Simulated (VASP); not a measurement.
# B5W2 (F-43m) in VASP: notebook

Runs on B5W2. Level: PBE. Tasks: single point, relaxation of cell and atoms.

Everything below comes from runs of VASP 6.6.1. Logs are shortened: lines on timing, memory, paths and dates and some standing lists are left out, and cuts for length are marked.

**1. The cell of the first run**

The structure is cubic, space group F-43m (No. 216). The conventional cell has a = 6.866 Å, b = 6.866 Å, c = 6.866 Å, α = 90.00°, β = 90.00°, γ = 90.00°. Within 3.9 Å of B (site symmetry -43m) lie 12 B at 2.96 Å and 8 W at 2.97 Å. B (site symmetry 3m) has 3 B at 1.67 Å and 1 W at 1.95 Å within 2.2 Å. Within 2.6 Å of W (site symmetry -43m) lie 4 B at 1.95 Å. Within 3.7 Å of W (site symmetry -43m) lie 16 B at 2.80 to 2.97 Å and 6 W at 3.43 Å.

The cell was generated, and may not be a known phase.

**2. Single point, PBE**

Input file INCAR:

```
SYSTEM = B5W2
PREC = Accurate ; ENCUT = 520
EDIFF = 1E-6 ; ISMEAR = 0
SIGMA = 0.1 ; LREAL = .FALSE.
LASPH = .TRUE. ; NELM = 80
ALGO = Normal ; ISIF = 2
LWAVE = .FALSE. ; LCHARG = .FALSE.
GGA = PE ; NBANDS = 30
```

Input file KPOINTS:

```
Automatic mesh
0
G
  4 4 4
  0 0 0
```

Input file POSCAR:

```
B5W2
1.0
    0.0000000000      3.4330246234      3.4330246234
    3.4330246234      0.0000000000      3.4330246234
    3.4330246234      3.4330246234      0.0000000000
B W
5 2
Direct
    0.5000000000      0.5000000000      0.5000000000
    0.0857445013      0.0857445013      0.0857445013
    0.0857445013      0.0857445013      0.7427664960
    0.0857445013      0.7427664960      0.0857445013
    0.7427664960      0.0857445013      0.0857445013
    0.2500000000      0.2500000000      0.2500000000
    0.7500000000      0.7500000000      0.7500000000
```

Potentials or basis: VASP PAW PBE potentials, release 64 (B, W_sv).

Run with:

```bash
> cat potpaw_PBE.64/B/POTCAR potpaw_PBE.64/W_sv/POTCAR > POTCAR
> mpirun -np 1 vasp_std > vasp.out
```

OUTCAR:

```text
SYSTEM = B5W2
   PREC = Accurate
   ENCUT = 520
   EDIFF = 1E-6
   ISMEAR = 0
   LREAL = .FALSE.
   LASPH = .TRUE.
   NELM = 80
   ISIF = 2
   GGA = PE

 ion  position               nearest neighbor table
   1  0.500  0.500  0.500-
   2  0.086  0.086  0.086-   3 1.67   4 1.67   5 1.67   6 1.95   7 2.80   7 2.80   7 2.80
   3  0.086  0.086  0.743-   2 1.67   4 1.67   5 1.67   6 1.95   7 2.80   7 2.80   7 2.80
   4  0.086  0.743  0.086-   2 1.67   3 1.67   5 1.67   6 1.95   7 2.80   7 2.80   7 2.80
   5  0.743  0.086  0.086-   2 1.67   3 1.67   4 1.67   6 1.95   7 2.80   7 2.80   7 2.80
   6  0.250  0.250  0.250-   3 1.95   4 1.95   5 1.95   2 1.95   7 3.43   7 3.43   7 3.43   7 3.43
                             7 3.43   7 3.43
   7  0.750  0.750  0.750-   3 2.80   4 2.80   5 2.80   2 2.80   2 2.80   2 2.80   4 2.80   3 2.80
                             5 2.80   5 2.80   3 2.80   4 2.80   6 3.43   6 3.43   6 3.43   6 3.43

  LATTYP: Found a face centered cubic cell.
 ALAT       =     6.8660492468

  Lattice vectors:

 A1 = (   0.0000000000,   3.4330246234,   3.4330246234)
 A2 = (   3.4330246234,   0.0000000000,   3.4330246234)
 A3 = (   3.4330246234,   3.4330246234,   0.0000000000)

Analysis of symmetry for initial positions (statically):
=====================================================================
 Subroutine PRICEL returns:
 Original cell was already a primitive cell.

 Routine SETGRP: Setting up the symmetry group for a
 face centered cubic supercell.

 Subroutine GETGRP returns: Found 24 space group operations
 (whereof 24 operations were pure point group operations)
 out of a pool of 48 trial point group operations.

The static configuration has the point symmetry T_d .

Analysis of symmetry for dynamics (positions and initial velocities):
=====================================================================
 Subroutine PRICEL returns:
 Original cell was already a primitive cell.

 Routine SETGRP: Setting up the symmetry group for a
 face centered cubic supercell.

 Subroutine GETGRP returns: Found 24 space group operations
 (whereof 24 operations were pure point group operations)
 out of a pool of 48 trial point group operations.

The dynamic configuration has the point symmetry T_d .

 Subroutine INISYM returns: Found 24 space group operations
 (whereof 24 operations are pure point group operations),
 and found     1 'primitive' translations

----------------------------------------------------------------------------------------

                                     Primitive cell

  volume of cell :      80.9209

  direct lattice vectors                    reciprocal lattice vectors
     0.000000000  3.433024623  3.433024623    -0.145644164  0.145644164  0.145644164
     3.433024623  0.000000000  3.433024623     0.145644164 -0.145644164  0.145644164
     3.433024623  3.433024623  0.000000000     0.145644164  0.145644164 -0.145644164

  length of vectors
     4.855029982  4.855029982  4.855029982     0.252263091  0.252263091  0.252263091

  position of ions in fractional coordinates (direct lattice)
     0.500000000  0.500000000  0.500000000
     0.085744501  0.085744501  0.085744501
     0.085744501  0.085744501  0.742766496
     0.085744501  0.742766496  0.085744501
     0.742766496  0.085744501  0.085744501
     0.250000000  0.250000000  0.250000000
     0.750000000  0.750000000  0.750000000

  ion indices of the primitive-cell ions
   primitive index   ion index
                 1           1
                 2           2
                 3           3
                 4           4
                 5           5
                 6           6
                 7           7

----------------------------------------------------------------------------------------

 KPOINTS: Automatic mesh

Automatic generation of k-mesh.
 Grid dimensions read from file:
 generate k-points for:    4    4    4

 Generating k-lattice:

  Cartesian coordinates                     Fractional coordinates (reciprocal lattice)
    -0.036411041  0.036411041  0.036411041     0.250000000  0.000000000  0.000000000
     0.036411041 -0.036411041  0.036411041     0.000000000  0.250000000  0.000000000
     0.036411041  0.036411041 -0.036411041     0.000000000  0.000000000  0.250000000

  Length of vectors
     0.063065773  0.063065773  0.063065773

  Shift w.r.t. Gamma in fractional coordinates (k-lattice)
     0.000000000  0.000000000  0.000000000

 Subroutine IBZKPT returns following result:
 ===========================================

 Found      8 irreducible k-points:

 Following reciprocal coordinates:
            Coordinates               Weight
  0.000000  0.000000  0.000000      1.000000
  0.250000  0.000000  0.000000      8.000000
  0.500000  0.000000  0.000000      4.000000
  0.250000  0.250000  0.000000      6.000000
  0.500000  0.250000  0.000000     24.000000
 -0.250000  0.250000  0.000000     12.000000
  0.500000  0.500000  0.000000      3.000000
 -0.250000  0.500000  0.250000      6.000000
   k-points           NKPTS =      8   k-points in BZ     NKDIM =      8   number of bands    NBANDS=     30
   number of dos      NEDOS =    301   number of ions     NIONS =      7
   total plane-waves  NPLWV =  46656
   dimension x,y,z NGX =    36 NGY =   36 NGZ =   36
   dimension x,y,z NGXF=    72 NGYF=   72 NGZF=   72
   ions per type =               5   2
   NGX,Y,Z   is equivalent  to a cutoff of  12.33, 12.33, 12.33 a.u.
   NGXF,Y,Z  is equivalent  to a cutoff of  24.65, 24.65, 24.65 a.u.
 SYSTEM =  B5W2
   PREC   = accura    normal or accurate (medium, high low for compatibility)
   ISTART =      0    job   : 0-new  1-cont  2-samecut
   ICHARG =      2    charge: 1-file 2-atom 10-const
   ISPIN  =      1    spin polarized calculation?
   LNONCOLLINEAR =      F non collinear calculations
   LSORBIT =      F    spin-orbit coupling
   LASPH  =      T    aspherical Exc in radial PAW
   ENCUT  =  520.0 eV  38.22 Ry    6.18 a.u.   9.03  9.03  9.03*2*pi/ulx,y,z
   NELM   =     80;   NELMIN=  2; NELMDL= -5     # of ELM steps
   EDIFF  = 0.1E-05   stopping-criterion for ELM
   LREAL  =      F    real-space projection
   EDIFFG = 0.1E-04   stopping-criterion for IOM
   NSW    =      0    number of steps for IOM
   IBRION =     -1    ionic relax: 0-MD 1-quasi-New 2-CG
   NFREE  =      0    steps in history (QN), initial steepest desc. (CG)
   ISIF   =      2    stress and relaxation
   ISYM   =      2    0-nonsym 1-usesym 2-fastsym
   POTIM  = 0.5000    time-step for ionic-motion
   TEBEG  =    0.0;   TEEND  =   0.0 temperature during run
   PSTRESS=    0.0 pullay stress
   NELECT =      43.0000    total number of electrons
   NUPDOWN=      -1.0000    fix difference up-down
   EMIN   =  10.00;   EMAX   =-10.00  energy-range for DOS
   EFERMI =   0.00;   METHOD = LEGACY
   ISMEAR =     0;   SIGMA  =   0.10  broadening in eV -4-tet -1-fermi 0-gaus
   EFERMI_NEDOS =   21; number of points for ismear=-14 and -15
   IALGO  =     38    algorithm
   IMIX   =      4    mixing-type and parameters
     AMIX     =   0.40;   BMIX     =  1.00
     AMIX_MAG =   1.60;   BMIX_MAG =  1.00
  volume/ion in A,a.u.               =      11.56        78.01
  Fermi-wavevector in a.u.,A,eV,Ry     =   1.326002  2.505780 23.922857  1.758280
  Thomas-Fermi vector in A             =   2.455421
   LORBIT       =      0    0 simple, 1 ext, 2 COOP (PROOUT), +10 PAW based schemes
   GGA     = PE    functional components
   LHFCALC =     F    Hartree Fock is set to
   AEXX    =    0.0000 exact exchange contribution
   IVDW    =     0    specifies the selected vdW correction
   LEPSILON=     F    determine dielectric tensor
   LRPA    =     F    only Hartree local field effects (RPA)
 non-spin polarized calculation
 Gauss-broadening in eV      SIGMA  =   0.10
  energy-cutoff  :      520.00
  volume of cell :       80.92
 maximum number of plane-waves:      2200
   NGX = 17   NGY = 17   NGZ = 17

 number of electron      43.0000001 magnetization

 Free energy of the ion-electron system (eV)
  ---------------------------------------------------
  ext. energy  EPLUGINS =         0.00000000
  ---------------------------------------------------
  free energy    TOTEN  =       -49.46237288 eV

  energy without entropy =      -49.43706047  energy(sigma->0) =      -49.44971668

 E-fermi :   6.9787     XC(G=0): -11.7349

 val. band max:        6.9752462736   @ k =  -0.2500   0.5000   0.2500
 cond. band min:       7.0091967060   @ k =   0.5000   0.2500   0.0000
 fundamental gap:      0.0339504324
 Fermi energy:         6.9786656130

 k-point     1 :       0.0000    0.0000    0.0000
  band No.  band energies     occupation
      1     -68.3267      2.00000
      2     -66.3028      2.00000
      3     -32.3865      2.00000
      4     -32.3865      2.00000
      5     -32.3865      2.00000
      6     -30.7484      2.00000
[... 22 lines left out ...]
     29      10.6593      0.00000
     30      10.6593      0.00000

 k-point     2 :       0.2500    0.0000    0.0000
  band No.  band energies     occupation
      1     -68.3267      2.00000
      2     -66.3029      2.00000
      3     -32.3872      2.00000
      4     -32.3863      2.00000
      5     -32.3863      2.00000
      6     -30.7504      2.00000
[... 22 lines left out ...]
     29      10.6128      0.00000
     30      10.6128      0.00000

 k-point     3 :       0.5000    0.0000    0.0000
  band No.  band energies     occupation
      1     -68.3268      2.00000
      2     -66.3029      2.00000
      3     -32.3880      2.00000
      4     -32.3862      2.00000
      5     -32.3862      2.00000
      6     -30.7525      2.00000
[... 22 lines left out ...]
     29      10.4931      0.00000
     30      11.1069      0.00000

 k-point     4 :       0.2500    0.2500    0.0000
  band No.  band energies     occupation
      1     -68.3267      2.00000
      2     -66.3029      2.00000
      3     -32.3872      2.00000
      4     -32.3872      2.00000
      5     -32.3869      2.00000
      6     -30.7508      2.00000
[... 22 lines left out ...]
     29       9.7769      0.00000
     30      11.5578      0.00000

 k-point     5 :       0.5000    0.2500    0.0000
  band No.  band energies     occupation
      1     -68.3268      2.00000
      2     -66.3029      2.00000
      3     -32.3884      2.00000
      4     -32.3874      2.00000
      5     -32.3870      2.00000
      6     -30.7510      2.00000
[... 22 lines left out ...]
     29      10.0509      0.00000
     30      11.1069      0.00000

 k-point     6 :      -0.2500    0.2500    0.0000
  band No.  band energies     occupation
      1     -68.3268      2.00000
      2     -66.3029      2.00000
      3     -32.3879      2.00000
      4     -32.3874      2.00000
      5     -32.3862      2.00000
      6     -30.7516      2.00000
[... 22 lines left out ...]
     29      10.5306      0.00000
     30      11.3243      0.00000

 k-point     7 :       0.5000    0.5000    0.0000
  band No.  band energies     occupation
      1     -68.3268      2.00000
      2     -66.3029      2.00000
      3     -32.3896      2.00000
      4     -32.3879      2.00000
      5     -32.3879      2.00000
      6     -30.7501      2.00000
[... 22 lines left out ...]
     29       9.2093      0.00000
     30      11.6677      0.00000

 k-point     8 :      -0.2500    0.5000    0.2500
  band No.  band energies     occupation
      1     -68.3268      2.00000
      2     -66.3029      2.00000
      3     -32.3889      2.00000
      4     -32.3886      2.00000
      5     -32.3867      2.00000
      6     -30.7507      2.00000
[... 22 lines left out ...]
     29       9.8751      0.00000
     30      10.2750      0.00000

------------------------ aborting loop because EDIFF is reached ----------------------------------------

  FORCE on cell =-STRESS in cart. coord.  units (eV):
  Direction    XX          YY          ZZ          XY          YZ          ZX
  --------------------------------------------------------------------------------------
  -------------------------------------------------------------------------------------
  Total        0.0934139      0.0934139      0.0934139      0.0000000     -0.0000000     -0.0000000
  in kB        1.8495304      1.8495304      1.8495304      0.0000000     -0.0000000     -0.0000000
  external PRESSURE =       1.8495304 kB  Pullay stress =       0.0000000 kB

 VOLUME and BASIS-vectors are now :
 -----------------------------------------------------------------------------
  energy-cutoff  :      520.00
  volume of cell :       80.92
      direct lattice vectors                 reciprocal lattice vectors
     0.000000000  3.433024623  3.433024623    -0.145644164  0.145644164  0.145644164
     3.433024623  0.000000000  3.433024623     0.145644164 -0.145644164  0.145644164
     3.433024623  3.433024623  0.000000000     0.145644164  0.145644164 -0.145644164

 POSITION                                       TOTAL-FORCE (eV/Angst)
 -----------------------------------------------------------------------------------
      3.43302      3.43302      3.43302         0.000000     -0.000000      0.000000
      0.58873      0.58873      0.58873        -0.034140     -0.034140     -0.034140
      2.84430      2.84430      0.58873         0.034140      0.034140     -0.034140
      2.84430      0.58873      2.84430         0.034140     -0.034140      0.034140
      0.58873      2.84430      2.84430        -0.034140      0.034140      0.034140
      1.71651      1.71651      1.71651         0.000000     -0.000000      0.000000
      5.14954      5.14954      5.14954         0.000000     -0.000000      0.000000
 -----------------------------------------------------------------------------------
    total drift:                               -0.000000     -0.000000      0.000000

  FREE ENERGIE OF THE ION-ELECTRON SYSTEM (eV)
  ---------------------------------------------------
  free  energy   TOTEN  =       -49.4623728765 eV

  energy  without entropy=      -49.4370604739  energy(sigma->0) =      -49.44971668
```

Wall time 41 s (1 thread of Intel Xeon Platinum 8259CL at 2.50GHz (Skylake/Cascade Lake), shared host); peak memory 0.2 GiB.

What came out:

```yaml
Free_energy: -49.4624 eV
Pressure: 0.2 GPa
Largest_force: 0.059 eV/Å
Band_gap_on_the_k_mesh: zero (an odd number of electrons rules out a gap without spin polarisation)
```

Forces on the atoms (eV/Å):
```
B    0.000  0.000  0.000
B   -0.034 -0.034 -0.034
B    0.034  0.034 -0.034
B    0.034 -0.034  0.034
B   -0.034  0.034  0.034
W    0.000  0.000  0.000
W    0.000  0.000  0.000
```

Caveat: the k points lie up to 0.40 Å⁻¹ apart, too coarse for converged energies and pressures of a metal; spin-orbit coupling is left out, which moves the levels of the heavy elements; an odd number of electrons without spin polarisation forces a metal; a magnetic or distorted state may lie lower.

(Part 1 of 2 ends here.)

The gap in the log of VASP goes by the Fermi energy; the results here count the filled bands.